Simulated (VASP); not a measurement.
Here is a VASP 6.6.1 calculation.

The input INCAR:

```
SYSTEM = Cs2AgBiBr6
PREC = Accurate ; ENCUT = 520
EDIFF = 1E-6 ; ISMEAR = -1
SIGMA = 0.02 ; LREAL = .FALSE.
LASPH = .TRUE. ; NELM = 60
ALGO = Normal ; ISIF = 2
LWAVE = .FALSE. ; LCHARG = .TRUE.
GGA = PE ; LELF = .TRUE.
LVHAR = .TRUE. ; NBANDS = 54
```

File KPOINTS:

```
regular mesh
0
G
  4 4 4
  0 0 0
```

File POSCAR:

```
Cs2AgBiBr6
1.0
    0.0000000000      5.6728027236      5.6728027236
    5.6728027236      0.0000000000      5.6728027236
    5.6728027236      5.6728027236      0.0000000000
Cs Ag Bi Br
2 1 1 6
Direct
    0.2500000000      0.2500000000      0.2500000000
    0.7500000000      0.7500000000      0.7500000000
    0.5000000000      0.5000000000      0.5000000000
    0.0000000000      0.0000000000      0.0000000000
    0.2518243529      0.7481756471      0.2518243529
    0.2518243529      0.7481756471      0.7481756471
    0.7481756471      0.2518243529      0.7481756471
    0.7481756471      0.2518243529      0.2518243529
    0.2518243529      0.2518243529      0.7481756471
    0.7481756471      0.7481756471      0.2518243529
```

Potentials or basis: VASP PAW PBE potentials, release 64 (Cs_sv, Ag, Bi_d, Br).

Launch:

```bash
$ cat potpaw_PBE.64/Cs_sv/POTCAR potpaw_PBE.64/Ag/POTCAR potpaw_PBE.64/Bi_d/POTCAR potpaw_PBE.64/Br/POTCAR > POTCAR
$ mpirun -np 1 vasp_std > vasp.out
```

(1) Estimate the band gap on the k mesh.

(2) Estimate the pressure.

Results:

(1) 1.28 eV (least direct gap 2.43 eV).

(2) 0.8 GPa.

Caveat: spin-orbit coupling is left out, which moves the levels of the heavy elements.
